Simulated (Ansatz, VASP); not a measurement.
**SnO: VASP beside Ansatz**

Contents of INCAR:

```
PREC = Accurate
ENCUT = 1340
EDIFF = 1E-6
ISMEAR = 0
SIGMA = 0.01
LREAL = False
LASPH = True
NELM = 120
ALGO = Normal
ISIF = 2
LWAVE = False
LCHARG = False
GGA = PS
NBANDS = 28
GGA_COMPAT = False
```

The input KPOINTS:

```
Automatic mesh
0
Gamma
  2 2 2
```

POSCAR

```
SnO
1.0
    3.3550000000      0.0000000000      0.0000000000
    0.0000000000      5.6741000000      0.0000000000
    0.0000000000      0.0000000000      4.2219700000
Sn O
2 2
Direct
    0.0000000000      0.2319100000      0.5131400000
    0.5000000000      0.7680900000      0.0131400000
    0.0000000000      0.8912500000      0.7368600000
    0.5000000000      0.1087500000      0.2368600000
```

Input for Ansatz:

```yaml
crystal:
  lattice:
    bravais: orthorhombic
    a: 3.355
    b: 5.6741
    c: 4.22197
  space_group: 31
  setting:
    hermann_mauguin: Pmn21
  atoms:
    - { symbol: Sn, position: [0.0, 0.23191, 0.51314] }
    - { symbol: O, position: [0.0, 0.89125, 0.73686] }
kpoints:
  mp_grid:
    grid: [2, 2, 2]
hamiltonian:
  xc: pbesol
scf:
  convergence:
    dr2_threshold: 1.0e-10
  occupations:
    method: fixed
output:
  forces: true
  stress: true
```

Alike in both runs: task single point; functional PBEsol; k mesh 2 × 2 × 2; no spin polarisation.

|  | VASP | Ansatz |
| --- | --- | --- |
| version | VASP 6.6.1 | Ansatz 0.2.0 |
| potentials or method | VASP PAW PBE potentials, release 64 (Sn_d, O_h) | plane waves, PAW |
| plane-wave cutoff (eV) | 1340 | 420 |
| occupations | gaussian, width 0.01 eV | fixed |
| valence electrons in the cell | 40 | 40 |

```csv
,VASP,Ansatz,Ansatz less VASP
pressure (GPa),-2.5,-2.7,-0.17
"traceless stress, the component that is largest in VASP (GPa)",4.11,4.08,-0.035
rms of the force components (eV/Å),0.111,0.127,+0.0158
```

VASP's potentials were made for PBE, not for PBEsol. Atom by atom the forces differ by 0.030 eV/Å (rms over components).

The k mesh is coarse, so the values compare programs but aren't converged.
